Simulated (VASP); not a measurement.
Write the native input for VASP 6.6.1 that does the following.

| Property | Result |
| --- | --- |
| Task | single point |
| Functional | PBEsol |
| Potentials or basis | VASP PAW PBE potentials, release 64 (Si) |
| Cutoff | 520 eV |
| k mesh | 2 × 2 × 2 |
| Occupations | fermi-dirac, width 0.05 eV |
| Spin | no spin polarisation |
| Dipole correction | no |
| Further INCAR settings | LREAL = Auto; ALGO = Normal; EDIFF = 1e-07; NBANDS = 48 |

The structure of Si (a cell with a defect) lies in POSCAR:

```
Si
1.0
    0.0000000000      5.4300000000      5.4300000000
    5.4300000000      0.0000000000      5.4300000000
    5.4300000000      5.4300000000      0.0000000000
Si
17
Direct
    0.0034439227      0.0028888582     -0.0140039595
    0.1368043278      0.1362630755      0.0903363720
    0.0123103131      0.0117946593      0.4637874770
    0.1241439227      0.1236203499      0.6138144567
    0.0034404236      0.5073328729     -0.0140026703
    0.1085882136      0.6317149171      0.1276399632
   -0.0371050645      0.5174632597      0.5018625230
    0.1241462247      0.6381046041      0.6138069982
    0.5078810313      0.0028885820     -0.0140023941
    0.6322662063      0.1080468692      0.1276328729
    0.5179930018     -0.0376373849      0.5018576427
    0.6386258748      0.1236183241      0.6138179558
    0.4751192449      0.4745785451      0.0753940147
    0.6322683241      0.6317141805      0.1276408840
    0.5179854512      0.5174629834      0.5018631676
    0.6024847145      0.6019679558      0.6932666667
    0.3361138122      0.3355939227      0.4923823204
```

One way to write it, as run:

INCAR

```
PREC = Accurate ; ENCUT = 520
EDIFF = 1E-7 ; ISMEAR = -1
SIGMA = 0.05 ; LREAL = Auto
LASPH = True ; NELM = 80
ALGO = Normal ; ISIF = 2
LWAVE = False ; LCHARG = True
GGA = PS ; LELF = True
LVHAR = True ; NBANDS = 48
```

KPOINTS

```
regular mesh
0
Gamma
  2 2 2
```

Potentials or basis: VASP PAW PBE potentials, release 64 (Si).

Launch:

```console
$ cat potpaw_PBE.64/Si/POTCAR > POTCAR
$ mpirun -np 1 vasp_std > vasp.out
```

It gave:

The pressure is 2.5 GPa. The largest force is 0.037 eV/Å and the band gap on the k mesh is zero (bands 34 and 35 overlap by 0.06 eV).

Caveat: the k points lie up to 0.50 Å⁻¹ apart; the PAW data sets were made with another functional, which shifts forces and pressure a little.

Run time: 6.4 min on 1 thread of Intel Xeon 8259CL, on a shared host, peak memory 0.46 GiB.
